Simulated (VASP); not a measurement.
# AgCl (R-3m) in VASP: notebook, part 2 of 2

VASP 6.6.1. Earlier steps stand in the parts before.

**3. Single point, PBEsol**

This run uses another cell than the first one, of 19.96 Å³/atom, 1.025 times its volume.

INCAR reads:

```
SYSTEM = AgCl
ALGO = Normal
EDIFF = 1E-7
ENCUT = 520
GGA = PS
ISIF = 2
ISMEAR = 0
LASPH = .TRUE.
LCHARG = .TRUE.
LELF = .TRUE.
LREAL = .FALSE.
LVHAR = .TRUE.
LWAVE = .FALSE.
NBANDS = 16
NELM = 80
PREC = Accurate
SIGMA = 0.05
```

KPOINTS reads:

```
k-points
0
G
  12 12 12
  0 0 0
```

POSCAR reads:

```
AgCl
1.0
    3.4179985048     -0.0303454266     -0.0303454266
   -0.0303454266      3.4179985048     -0.0303454266
   -0.0303454266     -0.0303454266      3.4179985048
Ag Cl
1 1
Direct
    0.0000000000      0.0000000000      0.0000000000
    0.5000000000      0.5000000000      0.5000000000
```

Potentials or basis: VASP PAW PBE potentials, release 64 (Ag, Cl).

The run is started by

```sh
> cat potpaw_PBE.64/Ag/POTCAR potpaw_PBE.64/Cl/POTCAR > POTCAR
> mpirun -np 1 vasp_std > vasp.out
```

OUTCAR:

```text
SYSTEM = AgCl
   EDIFF = 1E-7
   ENCUT = 520
   GGA = PS
   ISIF = 2
   ISMEAR = 0
   LASPH = .TRUE.
   LREAL = .FALSE.
   NELM = 80
   PREC = Accurate

 ion  position               nearest neighbor table
   1  0.000  0.000  0.000-   2 2.91   2 2.91   2 2.98   2 2.98   2 2.98   2 2.98   2 2.98   2 2.98

   2  0.500  0.500  0.500-   1 2.91   1 2.91   1 2.98   1 2.98   1 2.98   1 2.98   1 2.98   1 2.98

  LATTYP: Found a trigonal (rhomboedric) cell.
 ALAT       =     3.4182679048
 COS(alpha) =    -0.0176746476

  Lattice vectors:

 A1 = (   3.4179985048,  -0.0303454266,  -0.0303454266)
 A2 = (  -0.0303454266,   3.4179985048,  -0.0303454266)
 A3 = (  -0.0303454266,  -0.0303454266,   3.4179985048)

Analysis of symmetry for initial positions (statically):
=====================================================================
 Subroutine PRICEL returns:
 Original cell was already a primitive cell.

 Routine SETGRP: Setting up the symmetry group for a
 trigonal (rhombohedral) supercell.

 Subroutine GETGRP returns: Found 12 space group operations
 (whereof 12 operations were pure point group operations)
 out of a pool of 12 trial point group operations.

The static configuration has the point symmetry D_3d.

Analysis of symmetry for dynamics (positions and initial velocities):
=====================================================================
 Subroutine PRICEL returns:
 Original cell was already a primitive cell.

 Routine SETGRP: Setting up the symmetry group for a
 trigonal (rhombohedral) supercell.

 Subroutine GETGRP returns: Found 12 space group operations
 (whereof 12 operations were pure point group operations)
 out of a pool of 12 trial point group operations.

The dynamic configuration has the point symmetry D_3d.

 Subroutine INISYM returns: Found 12 space group operations
 (whereof 12 operations are pure point group operations),
 and found     1 'primitive' translations

----------------------------------------------------------------------------------------

                                     Primitive cell

  volume of cell :      39.9220

  direct lattice vectors                    reciprocal lattice vectors
     3.417998505 -0.030345427 -0.030345427     0.292615423  0.002621148  0.002621148
    -0.030345427  3.417998505 -0.030345427     0.002621148  0.292615423  0.002621148
    -0.030345427 -0.030345427  3.417998505     0.002621148  0.002621148  0.292615423

  length of vectors
     3.418267905  3.418267905  3.418267905     0.292638902  0.292638902  0.292638902

  position of ions in fractional coordinates (direct lattice)
     0.000000000  0.000000000  0.000000000
     0.500000000  0.500000000  0.500000000

  ion indices of the primitive-cell ions
   primitive index   ion index
                 1           1
                 2           2

----------------------------------------------------------------------------------------

 KPOINTS: k-points

Automatic generation of k-mesh.
 Grid dimensions read from file:
 generate k-points for:   12   12   12

 Generating k-lattice:

  Cartesian coordinates                     Fractional coordinates (reciprocal lattice)
     0.024384619  0.000218429  0.000218429     0.083333333  0.000000000  0.000000000
     0.000218429  0.024384619  0.000218429     0.000000000  0.083333333  0.000000000
     0.000218429  0.000218429  0.024384619     0.000000000  0.000000000  0.083333333

  Length of vectors
     0.024386575  0.024386575  0.024386575

  Shift w.r.t. Gamma in fractional coordinates (k-lattice)
     0.000000000  0.000000000  0.000000000

 Subroutine IBZKPT returns following result:
 ===========================================

 Found    189 irreducible k-points:

 Following reciprocal coordinates:
            Coordinates               Weight
  0.000000  0.000000  0.000000      1.000000
  0.083333 -0.000000 -0.000000      6.000000
  0.166667 -0.000000 -0.000000      6.000000
  0.250000 -0.000000 -0.000000      6.000000
  0.333333  0.000000  0.000000      6.000000
  0.416667 -0.000000 -0.000000      6.000000
[... 16 lines left out ...]
  0.500000  0.166667 -0.000000     12.000000
 -0.416667  0.166667  0.000000     12.000000
 [... further k-points ...]
   k-points           NKPTS =    189   k-points in BZ     NKDIM =    189   number of bands    NBANDS=     16
   number of dos      NEDOS =    301   number of ions     NIONS =      2
   total plane-waves  NPLWV =  21952
   dimension x,y,z NGX =    28 NGY =   28 NGZ =   28
   dimension x,y,z NGXF=    56 NGYF=   56 NGZF=   56
   ions per type =               1   1
   NGX,Y,Z   is equivalent  to a cutoff of  13.62, 13.62, 13.62 a.u.
   NGXF,Y,Z  is equivalent  to a cutoff of  27.24, 27.24, 27.24 a.u.
 SYSTEM =  AgCl
   PREC   = accura    normal or accurate (medium, high low for compatibility)
   ISTART =      0    job   : 0-new  1-cont  2-samecut
   ICHARG =      2    charge: 1-file 2-atom 10-const
   ISPIN  =      1    spin polarized calculation?
   LNONCOLLINEAR =      F non collinear calculations
   LSORBIT =      F    spin-orbit coupling
   LASPH  =      T    aspherical Exc in radial PAW
   ENCUT  =  520.0 eV  38.22 Ry    6.18 a.u.   6.36  6.36  6.36*2*pi/ulx,y,z
   NELM   =     80;   NELMIN=  2; NELMDL= -5     # of ELM steps
   EDIFF  = 0.1E-06   stopping-criterion for ELM
   LREAL  =      F    real-space projection
   EDIFFG = 0.1E-05   stopping-criterion for IOM
   NSW    =      0    number of steps for IOM
   IBRION =     -1    ionic relax: 0-MD 1-quasi-New 2-CG
   NFREE  =      0    steps in history (QN), initial steepest desc. (CG)
   ISIF   =      2    stress and relaxation
   ISYM   =      2    0-nonsym 1-usesym 2-fastsym
   POTIM  = 0.5000    time-step for ionic-motion
   TEBEG  =    0.0;   TEEND  =   0.0 temperature during run
   PSTRESS=    0.0 pullay stress
   NELECT =      18.0000    total number of electrons
   NUPDOWN=      -1.0000    fix difference up-down
   EMIN   =  10.00;   EMAX   =-10.00  energy-range for DOS
   EFERMI =   0.00;   METHOD = LEGACY
   ISMEAR =     0;   SIGMA  =   0.05  broadening in eV -4-tet -1-fermi 0-gaus
   EFERMI_NEDOS =   21; number of points for ismear=-14 and -15
   IALGO  =     38    algorithm
   IMIX   =      4    mixing-type and parameters
     AMIX     =   0.40;   BMIX     =  1.00
     AMIX_MAG =   1.60;   BMIX_MAG =  1.00
  volume/ion in A,a.u.               =      19.96       134.70
  Fermi-wavevector in a.u.,A,eV,Ry     =   1.255341  2.372250 21.441149  1.575880
  Thomas-Fermi vector in A             =   2.389102
   LORBIT       =      0    0 simple, 1 ext, 2 COOP (PROOUT), +10 PAW based schemes
   GGA     = PS    functional components
   LHFCALC =     F    Hartree Fock is set to
   AEXX    =    0.0000 exact exchange contribution
   IVDW    =     0    specifies the selected vdW correction
   LEPSILON=     F    determine dielectric tensor
   LRPA    =     F    only Hartree local field effects (RPA)
 non-spin polarized calculation
 Gauss-broadening in eV      SIGMA  =   0.05
  energy-cutoff  :      520.00
  volume of cell :       39.92
 maximum number of plane-waves:      1088
 NGX is ok and might be reduce to    28
   NGX = 13   NGY = 13   NGZ = 13

 number of electron      18.0000001 magnetization

 Free energy of the ion-electron system (eV)
  ---------------------------------------------------
  ext. energy  EPLUGINS =         0.00000000
  ---------------------------------------------------
  free energy    TOTEN  =        -5.78210290 eV

  energy without entropy =       -5.78210290  energy(sigma->0) =       -5.78210290

 E-fermi :   4.2107     XC(G=0): -10.6926

 val. band max:        4.0260045783   @ k =   0.5000  -0.0000  -0.0000
 cond. band min:       4.3864329202   @ k =   0.0000   0.0000   0.0000
 fundamental gap:      0.3604283419
 Fermi energy:         4.2107319454

 k-point     1 :       0.0000    0.0000    0.0000
  band No.  band energies     occupation
      1     -10.6961      2.00000
      2       1.1526      2.00000
      3       1.1526      2.00000
      4       2.1160      2.00000
      5       2.1475      2.00000
      6       2.1475      2.00000
[... 8 lines left out ...]
     15      17.8301      0.00000
     16      20.3672      0.00000
[... 419 lines left out ...]
 k-point    24 :      -0.4167    0.1667    0.0000
  band No.  band energies     occupation
      1     -10.1621      2.00000
      2      -0.8306      2.00000
      3       0.8843      2.00000
      4       1.2163      2.00000
      5       1.4029      2.00000
      6       2.0883      2.00000
[... 8 lines left out ...]
     15      19.0650      0.00000
     16      20.4600      0.00000

 [... further k-points ...]
[... 5 lines left out ...]
  --------------------------------------------------------------------------------------
  -------------------------------------------------------------------------------------
  Total       -1.0247090     -1.0247090     -1.0247090     -0.0661271     -0.0661271     -0.0661271
  in kB      -41.1243320    -41.1243320    -41.1243320     -2.6538605     -2.6538605     -2.6538605
  external PRESSURE =     -41.1243320 kB  Pullay stress =       0.0000000 kB

 VOLUME and BASIS-vectors are now :
 -----------------------------------------------------------------------------
  energy-cutoff  :      520.00
  volume of cell :       39.92
      direct lattice vectors                 reciprocal lattice vectors
     3.417998505 -0.030345427 -0.030345427     0.292615423  0.002621148  0.002621148
    -0.030345427  3.417998505 -0.030345427     0.002621148  0.292615423  0.002621148
    -0.030345427 -0.030345427  3.417998505     0.002621148  0.002621148  0.292615423

 POSITION                                       TOTAL-FORCE (eV/Angst)
 -----------------------------------------------------------------------------------
      0.00000      0.00000      0.00000         0.000000      0.000000      0.000000
      1.67865      1.67865      1.67865        -0.000000     -0.000000     -0.000000
 -----------------------------------------------------------------------------------
    total drift:                               -0.000000      0.000000      0.000000

  FREE ENERGIE OF THE ION-ELECTRON SYSTEM (eV)
  ---------------------------------------------------
  free  energy   TOTEN  =        -5.7821029004 eV

  energy  without entropy=       -5.7821029003  energy(sigma->0) =       -5.78210290
```

OSZICAR:

```text
N       E                     dE             d eps       ncg     rms          rms(c)
DAV:   1     0.997080782857E+02    0.99708E+02   -0.86917E+03  6144   0.102E+03
DAV:   2    -0.253273413339E+01   -0.10224E+03   -0.93974E+02  7696   0.224E+02
DAV:   3    -0.603528133858E+01   -0.35025E+01   -0.34947E+01  7424   0.437E+01
DAV:   4    -0.605716741216E+01   -0.21886E-01   -0.21885E-01  7680   0.378E+00
DAV:   5    -0.605742605937E+01   -0.25865E-03   -0.25865E-03  7592   0.401E-01    0.599E+00
DAV:   6    -0.579240664549E+01    0.26502E+00   -0.42619E-01  7536   0.930E+00    0.400E+00
DAV:   7    -0.578626644212E+01    0.61402E-02   -0.99294E-02  6520   0.207E+00    0.207E+00
DAV:   8    -0.578235805743E+01    0.39084E-02   -0.67925E-03  7544   0.806E-01    0.359E-01
DAV:   9    -0.578207658547E+01    0.28147E-03   -0.55091E-04  7912   0.378E-01    0.747E-02
DAV:  10    -0.578210149856E+01   -0.24913E-04   -0.90099E-05  6936   0.937E-02    0.316E-02
DAV:  11    -0.578210292627E+01   -0.14277E-05   -0.12529E-06  8032   0.954E-03    0.193E-03
DAV:  12    -0.578210290044E+01    0.25830E-07   -0.20747E-07  6456   0.397E-03
   1 F= -.57821029E+01 E0= -.57821029E+01  d E =-.128985E-09
```

Run time: 2.4 min. Hardware: 1 thread of Intel Xeon Platinum 8488C (Sapphire Rapids), shared host; peak memory 0.24 GiB.

Results:

```
Free energy            : -5.7821 eV
Pressure               : -4.1 GPa
Band gap on the k mesh : 0.36 eV, indirect (least direct gap 1.95 eV)
```

Levels at points of the mesh, in eV from the valence-band top:
| k point | band 5 | band 6 | band 7 | band 8 | band 9 | band 10 | band 11 | band 12 | band 13 | band 14 |
| --- | --- | --- | --- | --- | --- | --- | --- | --- | --- | --- |
| (0.00, 0.00, 0.00) | -1.88 | -1.88 | -1.71 | -1.59 | -1.59 | 0.36 | 9.23 | 9.23 | 13.41 | 13.41 |
| (0.50, 0.00, 0.00) | -2.71 | -1.84 | -1.51 | -0.11 | 0.00 | 4.66 | 5.44 | 9.13 | 9.79 | 9.92 |
| (0.50, 0.50, 0.00) | -2.22 | -2.19 | -2.18 | -1.57 | -0.98 | 2.60 | 8.68 | 8.88 | 10.42 | 13.56 |
| (0.50, 0.50, 0.50) | -1.56 | -1.56 | -0.27 | -0.27 | -0.15 | 4.44 | 4.44 | 4.68 | 6.64 | 17.20 |

Caveat: the PAW data sets were made with another functional, which shifts forces and pressure a little.
